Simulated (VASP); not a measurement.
A run of VASP 6.6.1:

INCAR

```
SYSTEM = V
ALGO = Normal ; EDIFF = 1E-7
ENCUT = 520 ; GGA = PE
ISIF = 2 ; ISMEAR = -1
ISPIN = 2 ; LASPH = .True.
LCHARG = .True. ; LELF = .True.
LMAXMIX = 4 ; LORBIT = 11
LREAL = .False. ; LVHAR = .True.
LWAVE = .False. ; MAGMOM = 1
NBANDS = 16 ; NELM = 150
PREC = Accurate ; SIGMA = 0.05
```

Contents of KPOINTS:

```
k-points
0
Gamma
  23 23 23
  0 0 0
```

File POSCAR:

```
V
1.0
    0.0000000000      1.9581659384      1.9581659384
    1.9581659384      0.0000000000      1.9581659384
    1.9581659384      1.9581659384      0.0000000000
V
1
Direct
    0.0000000000      0.0000000000      0.0000000000
```

Potentials or basis: VASP PAW PBE potentials, release 64 (V_sv).

Launch:

```bash
$ cat potpaw_PBE.64/V_sv/POTCAR > POTCAR
$ mpirun -np 1 vasp_std > vasp.out
```

Hardware: 1 thread of Intel Xeon 8259CL, with other jobs on the host.

Task: How long does it take, and how much memory?

Result: Run time: 6.9 min on 1 thread of Intel Xeon 8259CL, with other jobs on the host, peak memory 0.22 GiB. Counts: scf iterations 13, k points 364.
